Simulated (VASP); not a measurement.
# WS2 (P1) in VASP: a series of runs, part 2 of 2

VASP 6.6.1.

**4. Single point, PBEsol (dynamics (nvt langevin) at 2600 K, volume x 1.1, from the last frame before)**

Contents of INCAR:

```
  PREC = Accurate
  ENCUT = 520
  EDIFF = 1E-7
  ISMEAR = -1
  SIGMA = 0.2241
  LREAL = Auto
  LASPH = True
  NELM = 100
  ALGO = Normal
  ISIF = 2
  LWAVE = False
  LCHARG = True
  GGA = PS
  LELF = True
  LVHAR = True
  NBANDS = 93
```

Contents of KPOINTS:

```
Automatic mesh
0
Gamma
  2 2 2
  0.5 0.5 0.5
```

Contents of POSCAR:

```
WS2
1.0
    6.5198827959      0.0000000000      0.0000000000
   -1.6299706990      0.9410640218      6.3622830040
   -1.6299706990     -8.4695761965      0.0000000000
W S
6 12
Direct
    0.1956848874      0.0059579242      0.6539990502
    0.6403223390     -0.0122808118      0.6787354924
    0.3035526912     -0.0049695997      0.3366884272
    0.0345665832      0.0003987562      0.0071302570
    0.8207111093     -0.0080049881      0.3059466889
    0.5057311313     -0.0270578973      0.0072199346
    0.8021880827      0.2400856735      0.9481518087
    0.3260847376      0.2301969276      0.9133912804
    0.9067020483      0.2133620902      0.5667746857
    0.6055227298      0.2322604950      0.2369830496
    0.4663125614      0.2437291769      0.5740556135
    0.1102499057      0.2708719494      0.2459388519
    0.6723859992      0.7392923259      0.8741857016
    0.1719138735      0.7492202087      0.8322292662
    0.8277418598      0.7472404162      0.5675494216
    0.4556965782      0.7324913081      0.2161737700
    0.3134133122      0.7249870836      0.4937949861
    0.9875752918      0.7512636576      0.1688781311
```

Potentials or basis: VASP PAW PBE potentials, release 64 (W_sv, S).

Run with:

```
$ cat potpaw_PBE.64/W_sv/POTCAR potpaw_PBE.64/S/POTCAR > POTCAR
$ mpirun -np 1 vasp_std > vasp.out
```

OUTCAR:

```text
PREC = Accurate
   ENCUT = 520
   EDIFF = 1E-7
   ISMEAR = -1
   LREAL = Auto
   LASPH = True
   NELM = 100
   ISIF = 2
   GGA = PS

 ion  position               nearest neighbor table
   1  0.196  0.006  0.654-  11 2.32  14 2.39   8 2.45  15 2.51  17 2.57   9 2.63   2 2.90   3 2.95
                             6 3.38   4 3.40   5 3.47
   2  0.640  0.988  0.679-   9 2.41  11 2.41  15 2.46  13 2.48  17 2.55   7 2.61   1 2.90   6 3.12
                             3 3.34   4 3.43
   3  0.304  0.995  0.337-  17 2.35  11 2.39  18 2.40  16 2.45  10 2.54  12 2.56   1 2.95   4 3.05
                             5 3.10   2 3.34   6 3.36   5 3.44
   4  0.035  0.000  0.007-  18 2.26   8 2.44   7 2.48  12 2.49  13 2.55  14 2.58   3 3.05   6 3.12
                             5 3.15   1 3.40   6 3.41   2 3.43
   5  0.821  0.992  0.306-  10 2.41   9 2.46  12 2.47  18 2.47  16 2.50  15 2.90   6 2.95   3 3.10
                             4 3.15   3 3.44   1 3.47
   6  0.506  0.973  0.007-  10 2.37   8 2.41  13 2.42  14 2.44   7 2.45  16 2.53   5 2.95   4 3.12
                             2 3.12   3 3.36   1 3.38   4 3.41
   7  0.802  0.240  0.948-   6 2.45   4 2.48   2 2.61
   8  0.326  0.230  0.913-   6 2.41   4 2.44   1 2.45
   9  0.907  0.213  0.567-   2 2.41   5 2.46   1 2.63
  10  0.606  0.232  0.237-   6 2.37   5 2.41   3 2.54
  11  0.466  0.244  0.574-   1 2.32   3 2.39   2 2.41
  12  0.110  0.271  0.246-   5 2.47   4 2.49   3 2.56
  13  0.672  0.739  0.874-   6 2.42   2 2.48   4 2.55
  14  0.172  0.749  0.832-   1 2.39   6 2.44   4 2.58
  15  0.828  0.747  0.568-   2 2.46   1 2.51   5 2.90
  16  0.456  0.732  0.216-   3 2.45   5 2.50   6 2.53  17 2.73
  17  0.313  0.725  0.494-   3 2.35   2 2.55   1 2.57  16 2.73
  18  0.988  0.751  0.169-   4 2.26   3 2.40   5 2.47

  LATTYP: Found a triclinic cell.
 ALAT       =     6.6348361695
 B/A-ratio  =     2.4844938371
 C/A-ratio  =     2.9712360415
 COS(alpha) =     0.0186134896
 COS(beta)  =     0.5106210403
 COS(gamma) =     0.8535767160

[... 165 lines left out ...]
  Fermi-wavevector in a.u.,A,eV,Ry     =   1.248950  2.360172 21.223386  1.559875
  Thomas-Fermi vector in A             =   2.383013
   LORBIT       =      0    0 simple, 1 ext, 2 COOP (PROOUT), +10 PAW based schemes
   GGA     = PS    functional components
   LHFCALC =     F    Hartree Fock is set to
   AEXX    =    0.0000 exact exchange contribution
   IVDW    =     0    specifies the selected vdW correction
   LEPSILON=     F    determine dielectric tensor
   LRPA    =     F    only Hartree local field effects (RPA)
 non-spin polarized calculation
  energy-cutoff  :      520.00
  volume of cell :      351.33
 maximum number of plane-waves:      9482
   NGX = 25   NGY = 25   NGZ = 33

 number of electron     155.9999998 magnetization

 Free energy of the ion-electron system (eV)
  ---------------------------------------------------
  ext. energy  EPLUGINS =         0.00000000
  ---------------------------------------------------
  free energy    TOTEN  =      -146.76536910 eV

  energy without entropy =     -146.33690978  energy(sigma->0) =     -146.55113944

 E-fermi :   6.2843     XC(G=0): -10.5953

 val. band max:        5.7544068364   @ k =  -0.2500  -0.2500   0.2500
 cond. band min:       6.7162196927   @ k =  -0.2500   0.2500   0.2500
 fundamental gap:      0.9618128563
 Fermi energy:         6.2842670025

 k-point     1 :       0.2500    0.2500    0.2500
  band No.  band energies     occupation
      1     -68.5268      2.00000
      2     -68.4712      2.00000
      3     -68.4676      2.00000
      4     -68.3878      2.00000
      5     -68.3753      2.00000
      6     -68.3380      2.00000
[... 361 lines left out ...]
     89       8.5023      0.00010
     90       8.6114      0.00006
 [bands above 90 left out]

------------------------ aborting loop because EDIFF is reached ----------------------------------------

  FORCE on cell =-STRESS in cart. coord.  units (eV):
  Direction    XX          YY          ZZ          XY          YZ          ZX
  --------------------------------------------------------------------------------------
  -------------------------------------------------------------------------------------
  Total      -20.4039136    -16.4512044    -15.2451961     -0.1877417      3.4170845      2.9777220
  in kB      -93.0485496    -75.0228966    -69.5231025     -0.8561639     15.5830280     13.5793908
  external PRESSURE =     -79.1981829 kB  Pullay stress =       0.0000000 kB

 VOLUME and BASIS-vectors are now :
 -----------------------------------------------------------------------------
  energy-cutoff  :      520.00
  volume of cell :      351.33
      direct lattice vectors                 reciprocal lattice vectors
     6.519882796  0.000000000  0.000000000     0.153376990 -0.029517416  0.043660079
    -1.629970699  0.941064022  6.362283004     0.000000000  0.000000000  0.157176284
    -1.629970699 -8.469576197  0.000000000     0.000000000 -0.118069662  0.017464032

 POSITION                                       TOTAL-FORCE (eV/Angst)
 -----------------------------------------------------------------------------------
      0.20013     -5.53349      0.03791        -2.648283     -0.834121     -1.709250
      1.45855     -4.81909      6.28415         1.631688      0.282491     -0.532052
     -0.19153     -1.91522      6.33067         1.754788      1.708001      0.739089
      0.21310     -0.06001      0.00254        -1.406130      2.020313      0.679950
      3.23533     -1.65771      6.31135        -0.012151     -2.442881     -0.819178
      1.69967      0.85445      6.19013        -0.304356      0.772594      0.269607
[... 10 lines left out ...]
      0.05684     -3.49997      4.61257        -0.738605     -2.356445      1.616144
      4.93907     -0.72334      4.77975        -0.827728     -1.944049     -0.474786
 -----------------------------------------------------------------------------------
    total drift:                                0.001711     -0.001028     -0.010772

  FREE ENERGIE OF THE ION-ELECTRON SYSTEM (eV)
  ---------------------------------------------------
  free  energy   TOTEN  =      -146.7653691026 eV

  energy  without entropy=     -146.3369097791  energy(sigma->0) =     -146.55113944
```

OSZICAR:

```text
N       E                     dE             d eps       ncg     rms          rms(c)
DAV:   1     0.168611895894E+04    0.16861E+04   -0.81641E+04   816   0.166E+03
DAV:   2    -0.929931020550E+01   -0.16954E+04   -0.16477E+04   850   0.459E+02
DAV:   3    -0.149846609751E+03   -0.14055E+03   -0.13706E+03   912   0.122E+02
[... 11 lines left out ...]
DAV:  15    -0.146765354753E+03   -0.19678E-04   -0.16843E-04   968   0.744E-02    0.249E-02
DAV:  16    -0.146765366780E+03   -0.12026E-04   -0.27322E-05   912   0.250E-02    0.981E-03
DAV:  17    -0.146765368307E+03   -0.15275E-05   -0.31295E-06   992   0.659E-03    0.528E-03
DAV:  18    -0.146765369087E+03   -0.77949E-06   -0.12479E-06   768   0.429E-03    0.252E-03
DAV:  19    -0.146765369103E+03   -0.16104E-07   -0.46426E-07   704   0.310E-03
   1 F= -.14676537E+03 E0= -.14655114E+03  d E =-.428459E+00
```

Wall time 2.3 min (1 thread of AMD EPYC 9R45 (Zen 5), shared host); peak memory 0.38 GiB.

Results:

* Free energy: -146.7654 eV
* Pressure: -7.9 GPa
* Largest force: 3.260 eV/Å
* Band gap on the k mesh: 0.96 eV, indirect (least direct gap 1.01 eV)

Forces on the atoms (eV/Å):
```
W   -2.648 -0.834 -1.709
W    1.632  0.282 -0.532
W    1.755  1.708  0.739
W   -1.406  2.020  0.680
W   -0.012 -2.443 -0.819
W   -0.304  0.773  0.270
S    0.215  1.722 -1.523
S   -0.621  0.349 -0.109
S    1.631 -0.346  0.011
S   -0.288 -0.837 -0.658
S   -0.141 -0.144  0.522
S    0.717 -0.344 -2.102
S   -0.012  0.228  1.175
S   -0.310 -1.417  0.462
S   -0.007  2.089  1.094
S    1.367  1.493  1.359
S   -0.739 -2.356  1.616
S   -0.828 -1.944 -0.475
```

Stress tensor (GPa, compression positive):
```
-9.30 -0.09  1.36
-0.09 -7.50  1.56
 1.36  1.56 -6.95
```

Caveat: the PAW data sets were made with another functional, which shifts forces and pressure a little; spin-orbit coupling is left out, which moves the levels of the heavy elements.
